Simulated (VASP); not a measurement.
# Si (P-1) in VASP: single point with LDA

Aim: the single point of Si with LDA.

Everything below comes from runs of VASP 6.6.1. Logs are shortened: lines on timing, memory, paths and dates and some standing lists are left out, and cuts for length are marked.

**1. The cell of the first run**

The typed cell holds 2 atoms: a = 2.651 Å, b = 2.651 Å, c = 4.542 Å, α = 90.00°, β = 90.00°, γ = 120.00°.

**2. Single point, LDA (atom 1 moved 0.75 Å)**

Input file INCAR:

```
SYSTEM = Si
PREC = Accurate
ENCUT = 520
EDIFF = 1E-6
ISMEAR = 0
SIGMA = 0.15
LREAL = .FALSE.
LASPH = .TRUE.
NELM = 100
ALGO = Normal
ISIF = 2
LWAVE = .FALSE.
LCHARG = .FALSE.
GGA = CA
NBANDS = 11
```

Input file KPOINTS:

```
Automatic mesh
0
G
  12 12 8
  0 0 0
```

Input file POSCAR:

```
Si
1.0
    2.6510666864      0.0000000000      0.0000000000
   -1.3255333432      2.2958910975      0.0000000000
    0.0000000000      0.0000000000      4.5417424128
Si
2
Direct
    0.2772431532      0.6022614058      0.1754146471
    0.7227568468      0.3977385942      0.8245853529
```

Potentials or basis: VASP PAW LDA potentials, release 64 (Si).

Run with:

```
> cat potpaw_LDA.64/Si/POTCAR > POTCAR
> mpirun -np 1 vasp_std > vasp.out
```

OUTCAR:

```text
SYSTEM = Si
   PREC = Accurate
   ENCUT = 520
   EDIFF = 1E-6
   ISMEAR = 0
   LREAL = .FALSE.
   LASPH = .TRUE.
   NELM = 100
   ISIF = 2
   GGA = CA

 ion  position               nearest neighbor table
   1  0.277  0.602  0.175-   2 2.05   2 2.21   2 2.43
   2  0.723  0.398  0.825-   1 2.05   1 2.21   1 2.43

  LATTYP: Found a hexagonal cell.
 ALAT       =     2.6510666864
 C/A-ratio  =     1.7131754686

  Lattice vectors:

 A1 = (   2.6510666864,   0.0000000000,   0.0000000000)
 A2 = (  -1.3255333432,   2.2958910975,   0.0000000000)
 A3 = (   0.0000000000,   0.0000000000,   4.5417424128)

Analysis of symmetry for initial positions (statically):
=====================================================================
 Subroutine PRICEL returns:
 Original cell was already a primitive cell.

 Routine SETGRP: Setting up the symmetry group for a
 hexagonal supercell.

 Subroutine GETGRP returns: Found  2 space group operations
 (whereof  2 operations were pure point group operations)
 out of a pool of 24 trial point group operations.

The static configuration has the point symmetry S_2 .

Analysis of symmetry for dynamics (positions and initial velocities):
=====================================================================
 Subroutine PRICEL returns:
 Original cell was already a primitive cell.

 Routine SETGRP: Setting up the symmetry group for a
 hexagonal supercell.

 Subroutine GETGRP returns: Found  2 space group operations
 (whereof  2 operations were pure point group operations)
 out of a pool of 24 trial point group operations.

The dynamic configuration has the point symmetry S_2 .

 Subroutine INISYM returns: Found  2 space group operations
 (whereof  2 operations are pure point group operations),
 and found     1 'primitive' translations

----------------------------------------------------------------------------------------

                                     Primitive cell

  volume of cell :      27.6436

  direct lattice vectors                    reciprocal lattice vectors
     2.651066686  0.000000000  0.000000000     0.377206656  0.217780364  0.000000000
    -1.325533343  2.295891098  0.000000000     0.000000000  0.435560729  0.000000000
     0.000000000  0.000000000  4.541742413     0.000000000  0.000000000  0.220179814

  length of vectors
     2.651066686  2.651066686  4.541742413     0.435560729  0.435560729  0.220179814

  position of ions in fractional coordinates (direct lattice)
     0.277243153  0.602261406  0.175414647
     0.722756847  0.397738594  0.824585353

  ion indices of the primitive-cell ions
   primitive index   ion index
                 1           1
[... 84 lines left out ...]
   NELECT =       8.0000    total number of electrons
   NUPDOWN=      -1.0000    fix difference up-down
   EMIN   =  10.00;   EMAX   =-10.00  energy-range for DOS
   EFERMI =   0.00;   METHOD = LEGACY
   ISMEAR =     0;   SIGMA  =   0.15  broadening in eV -4-tet -1-fermi 0-gaus
   EFERMI_NEDOS =   21; number of points for ismear=-14 and -15
   IALGO  =     38    algorithm
   IMIX   =      4    mixing-type and parameters
     AMIX     =   0.40;   BMIX     =  1.00
     AMIX_MAG =   1.60;   BMIX_MAG =  1.00
  volume/ion in A,a.u.               =      13.82        93.27
  Fermi-wavevector in a.u.,A,eV,Ry     =   1.082863  2.046314 15.954074  1.172591
  Thomas-Fermi vector in A             =   2.218915
   LORBIT       =      0    0 simple, 1 ext, 2 COOP (PROOUT), +10 PAW based schemes
   GGA     = CA    functional components
   LHFCALC =     F    Hartree Fock is set to
   AEXX    =    0.0000 exact exchange contribution
   IVDW    =     0    specifies the selected vdW correction
   LEPSILON=     F    determine dielectric tensor
   LRPA    =     F    only Hartree local field effects (RPA)
 non-spin polarized calculation
 Gauss-broadening in eV      SIGMA  =   0.15
  energy-cutoff  :      520.00
  volume of cell :       27.64
 maximum number of plane-waves:       768
   NGX =  9   NGY =  9   NGZ = 17

 number of electron       7.9999999 magnetization

 Free energy of the ion-electron system (eV)
  ---------------------------------------------------
  ext. energy  EPLUGINS =         0.00000000
  ---------------------------------------------------
  free energy    TOTEN  =        -9.54021928 eV

  energy without entropy =       -9.53071670  energy(sigma->0) =       -9.53546799

 E-fermi :  10.3639     XC(G=0): -11.2443

 val. band max:       10.3617575077   @ k =  -0.2500  -0.4167   0.0000
 cond. band min:      10.3649859656   @ k =   0.1667   0.2500  -0.2500
 fundamental gap:      0.0032284579
 Fermi energy:        10.3639112079

 k-point     1 :       0.0000    0.0000    0.0000
  band No.  band energies     occupation
      1      -5.6760      2.00000
      2       2.3199      2.00000
      3       4.3754      2.00000
      4      16.9425      0.00000
      5      18.4369      0.00000
      6      18.9389      0.00000
      7      19.9231      0.00000
      8      20.2810      0.00000
      9      22.0001      0.00000
     10      23.5133      0.00000
     11      24.8237      0.00000
[... 309 lines left out ...]
 k-point    24 :      -0.0833    0.2500    0.0000
  band No.  band energies     occupation
      1      -4.3674      2.00000
      2       3.6094      2.00000
      3       5.6111      2.00000
      4      10.7547      0.00023
      5      12.5583      0.00000
      6      18.0713      0.00000
      7      18.9583      0.00000
      8      19.9261      0.00000
      9      21.1909      0.00000
     10      22.5861      0.00000
     11      22.9316      0.00000

 [... further k-points ...]

------------------------ aborting loop because EDIFF is reached ----------------------------------------

  FORCE on cell =-STRESS in cart. coord.  units (eV):
  Direction    XX          YY          ZZ          XY          YZ          ZX
  --------------------------------------------------------------------------------------
  -------------------------------------------------------------------------------------
  Total        5.6520328      2.4514208      8.9802054      0.6274026      1.7038356      2.0834767
  in kB      327.5825983    142.0803456    520.4780484     36.3632289     98.7515287    120.7549064
  external PRESSURE =     330.0469974 kB  Pullay stress =       0.0000000 kB

 VOLUME and BASIS-vectors are now :
 -----------------------------------------------------------------------------
  energy-cutoff  :      520.00
  volume of cell :       27.64
      direct lattice vectors                 reciprocal lattice vectors
     2.651066686  0.000000000  0.000000000     0.377206656  0.217780364  0.000000000
    -1.325533343  2.295891098  0.000000000     0.000000000  0.435560729  0.000000000
     0.000000000  0.000000000  4.541742413     0.000000000  0.000000000  0.220179814

 POSITION                                       TOTAL-FORCE (eV/Angst)
 -----------------------------------------------------------------------------------
     -0.06333      1.38273      0.79669         1.161587      0.948566      6.797383
      1.38886      0.91316      3.74505        -1.161587     -0.948566     -6.797383
 -----------------------------------------------------------------------------------
    total drift:                                0.000000     -0.000000     -0.000000

  FREE ENERGIE OF THE ION-ELECTRON SYSTEM (eV)
  ---------------------------------------------------
  free  energy   TOTEN  =        -9.5402192830 eV

  energy  without entropy=       -9.5307166953  energy(sigma->0) =       -9.53546799
```

stdout:

```text
POSCAR found type information on POSCAR Si
 POSCAR found :  1 types and       2 ions
 scaLAPACK will be used
 LDA part: xc-table for (Slater(with rela. corr.)+CA(PZ))
 , standard interpolation
 POSCAR, INCAR and KPOINTS ok, starting setup
 FFT: planning ... GRIDC
 FFT: planning ... GRID_SOFT
 FFT: planning ... GRID
 WAVECAR not read
 entering main loop
```

Wall time 91 s (1 thread of Intel Xeon Platinum 8488C (Sapphire Rapids), shared host); peak memory 0.23 GiB.

What came out:

```
Free energy            : -9.5402 eV
Pressure               : 33.0 GPa
Largest force          : 6.961 eV/Å
Band gap on the k mesh : zero (bands 4 and 5 overlap by 8.65 eV)
```

Forces on the atoms (eV/Å):
```
Si   1.162  0.949  6.797
Si  -1.162 -0.949 -6.797
```

Levels at points of the mesh, in eV from the Fermi level:
| k point | band 1 | band 2 | band 3 | band 4 | band 5 | band 6 | band 7 | band 8 |
| --- | --- | --- | --- | --- | --- | --- | --- | --- |
| (0.00, 0.00, 0.00) | -16.04 | -8.04 | -5.99 | 6.58 | 8.07 | 8.57 | 9.56 | 9.92 |
| (0.50, 0.00, 0.00) | -9.47 | -9.36 | -1.65 | -1.55 | 0.57 | 0.88 | 2.39 | 4.72 |
| (0.00, 0.50, 0.00) | -9.95 | -8.79 | -1.62 | -1.53 | -0.46 | 1.98 | 2.08 | 5.01 |
| (0.50, 0.50, 0.00) | -9.71 | -9.10 | -1.62 | -1.57 | 0.06 | 1.39 | 2.52 | 4.48 |
| (0.00, 0.00, 0.50) | -15.70 | -10.59 | -0.38 | 2.50 | 6.75 | 8.39 | 8.79 | 9.97 |
| (0.50, 0.00, 0.50) | -9.17 | -9.07 | -3.93 | -3.79 | 2.55 | 4.19 | 5.50 | 6.35 |
| (0.00, 0.50, 0.50) | -9.66 | -8.48 | -4.22 | -3.57 | 2.22 | 4.57 | 4.73 | 7.07 |
| (0.50, 0.50, 0.50) | -9.41 | -8.80 | -4.05 | -3.69 | 2.55 | 4.21 | 5.23 | 6.52 |

Caveat: the cell differs from its parent crystal (atom 1 moved 0.75 Å); the stress differs along the axes, from 14 to 52 GPa; forces of over 1 eV/Å act on the atoms, so gaps and moduli don't describe the material at rest.
